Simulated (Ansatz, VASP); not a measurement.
Two plane-wave programs on La3Hf2C4

```
La Hf C
1.0
     6.35266    0.00000    0.00000
    -3.17633    5.50157    0.00000
     0.00000    0.00000    4.62839
La Hf C
3 2 4
Direct
  0.33333 0.66667 0.00000
  0.66667 0.33333 0.00000
  0.00000 0.00000 0.00000
  0.33333 0.66667 0.50000
  0.66667 0.33333 0.50000
  0.50000 0.00000 0.00000
  0.00000 0.50000 0.00000
  0.50000 0.50000 0.00000
  0.00000 0.00000 0.50000
```

Alike in both runs: task relaxation of cell and atoms; functional PBE; k mesh 3 × 3 × 4; occupations gaussian, width 0.1 eV; no spin polarisation.

|  | VASP | Ansatz |
| --- | --- | --- |
| version | VASP 6.6.1 | Ansatz 0.2.0 |
| potentials or method | VASP PAW PBE potentials, release 64 (La, Hf_pv, C), cutoff 600 eV | scalar-relativistic, plane waves, PAW |
| valence electrons in the cell | 69 | 101 |

|  | VASP | Ansatz | Ansatz less VASP |
| --- | --- | --- | --- |
| gap on the k mesh at the Fermi level, each at its own relaxed structure (eV) | none | none | - |
| relaxed volume (Å³/atom) | 28.48 | 28.53 | +0.048 |
| relaxed cell length with the largest relative difference (Å) | 5.444 | 5.452 | +0.0076 |

A gap of «none» marks a metal or a gap that the smearing closes. VASP's potentials hold 69 valence electrons a cell and Ansatz's 101, so a difference there can come from the potentials and not from the codes.

The k mesh is coarse, so the values compare programs but aren't converged. Neither program's run includes spin-orbit coupling. Noted on VASP's run: the volume moved by over 15 % at a fixed basis, so the end points are rough.
